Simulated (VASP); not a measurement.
Write the native input for VASP 6.6.1 that does the following.

```yaml
Task: single point
Functional: PBE
Potentials_or_basis: VASP PAW PBE potentials, release 64 (Ga_d, P)
Cutoff: 520 eV
k_mesh: 12 × 12 × 12
Occupations: gaussian, width 0.02 eV
Spin: no spin polarisation
Dipole_correction: no
Further_INCAR_settings: ALGO = Normal; EDIFF = 1e-06; NBANDS = 26
```

The structure of GaP lies in POSCAR:

```
GaP
1.0
    1.9422824113      1.1213772730      6.4350460511
   -1.9422824113      1.1213772730      6.4350460511
    0.0000000000     -2.2427545460      6.4350460511
Ga P
2 2
Direct
    0.4355849421      0.4355849421      0.4355849421
    0.5644150579      0.5644150579      0.5644150579
    0.0575054039      0.0575054039      0.0575054039
    0.9424945961      0.9424945961      0.9424945961
```

One way to write it, as run:

INCAR

```
ALGO = Normal
EDIFF = 1E-6
ENCUT = 520
GGA = PE
ISIF = 2
ISMEAR = 0
LASPH = T
LCHARG = F
LREAL = F
LWAVE = F
NBANDS = 26
NELM = 60
PREC = Accurate
SIGMA = 0.02
```

KPOINTS

```
k-points
0
Gamma
  12 12 12
```

Potentials or basis: VASP PAW PBE potentials, release 64 (Ga_d, P).

Command:

```bash
$ cat potpaw_PBE.64/Ga_d/POTCAR potpaw_PBE.64/P/POTCAR > POTCAR
$ mpirun -np 1 vasp_std > vasp.out
```

It gave:

```
Pressure               : 0.0 GPa
Largest force          : 0.038 eV/Å
Band gap on the k mesh : 0.81 eV (least direct gap 1.13 eV)
```

Run time: 33 min on 1 thread of Intel Xeon 8259CL, with other jobs on the host, peak memory 0.64 GiB.
